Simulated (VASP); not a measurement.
Write the native input for VASP 6.6.1 that does the following.

| Property | Result |
| --- | --- |
| Task | relaxation of cell and atoms |
| Functional | PBE |
| Potentials or basis | VASP PAW PBE potentials, release 64 (Hf_pv, Se, S) |
| Cutoff | 600 eV |
| k mesh | 4 × 4 × 4 |
| Occupations | gaussian, width 0.1 eV |
| Spin | no spin polarisation |
| Dipole correction | no |
| Further INCAR settings | ALGO = Normal; EDIFF = 1e-07; IBRION = 2; EDIFFG = -0.04; NSW = 90; ISIF = 3 |

The structure of HfSeS4 lies in POSCAR:

```
HfSeS4
1.0
    0.0000000000      4.0646046800      4.0646046800
    4.0646046800      0.0000000000      4.0646046800
    4.0646046800      4.0646046800      0.0000000000
Hf Se S
1 1 4
Direct
    0.2500000000      0.2500000000      0.2500000000
    0.0000000000      0.0000000000      0.0000000000
    0.1239199600      0.6253600100      0.6253600100
    0.6253600100      0.1239199600      0.6253600100
    0.6253600100      0.6253600100      0.1239199600
    0.6253600100      0.6253600100      0.6253600100
```

These files were run (other wordings do the same):

INCAR

```
SYSTEM = HfSeS4
  ALGO = Normal
  EDIFF = 1E-7
  EDIFFG = -0.04
  ENCUT = 600
  GGA = PE
  IBRION = 2
  ISIF = 3
  ISMEAR = 0
  LASPH = .True.
  LCHARG = .False.
  LREAL = .False.
  LWAVE = .False.
  NELM = 80
  NSW = 90
  PREC = Accurate
  SIGMA = 0.1
```

KPOINTS

```
k-points
0
Gamma
  4 4 4
  0 0 0
```

Potentials or basis: VASP PAW PBE potentials, release 64 (Hf_pv, Se, S).

Launch:

```console
$ cat potpaw_PBE.64/Hf_pv/POTCAR potpaw_PBE.64/Se/POTCAR potpaw_PBE.64/S/POTCAR > POTCAR
$ mpirun -np 1 vasp_std > vasp.out
```

It gave:

| Quantity | Value |
| --- | --- |
| Relaxed volume | 17.12 Å³/atom |
| Relaxed cell | a = 5.257 Å, b = 5.257 Å, c = 5.257 Å, α = 60.00°, β = 60.00°, γ = 60.00° |
| Space group after relaxing (to 0.05 Å) | F-43m (No. 216) |
| Energy gained by relaxing | 298.3 meV/atom |
| Ionic steps | 6 |
| Pressure after relaxing | -0.3 GPa |
| Largest force after relaxing | 0.003 eV/Å |
| Band gap on the k mesh | zero (band 20 reaches 8.51 eV, above the bottom of band 21 at 6.49 eV) |

Caveat: the volume moved by over 15 % at a fixed basis, so the end points are rough; spin-orbit coupling is left out, which moves the levels of the heavy elements.

It took 90 s on 1 thread of Intel(R) Xeon(R) 6975P-C (Granite Rapids) (shared host), peak memory 0.36 GiB.
